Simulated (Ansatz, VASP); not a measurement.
## One calculation of C, two programs

```
CELL_PARAMETERS angstrom
0.00000 1.69926 1.78321
1.69926 0.00000 1.78321
1.69926 1.69926 0.00000
ATOMIC_POSITIONS crystal
C 0.50000 0.50000 0.50000
C 0.75000 0.75000 0.75000
```

Alike in both runs: task single point; functional PBE; k mesh 12 × 12 × 12; occupations gaussian, width 0.05 eV; no spin polarisation.

|  | VASP | Ansatz |
| --- | --- | --- |
| version | VASP 6.6.1 | Ansatz 0.2.0 |
| potentials or method | VASP PAW PBE potentials, release 64 (C), cutoff 520 eV | scalar-relativistic, plane waves, PAW |
| valence electrons in the cell | 8 | 8 |

```csv
,VASP,Ansatz,Ansatz less VASP
gap on the k mesh at the Fermi level (eV),3.73,3.74,+0.010
least direct gap on the mesh (eV),5.40,5.40,+0.004
```
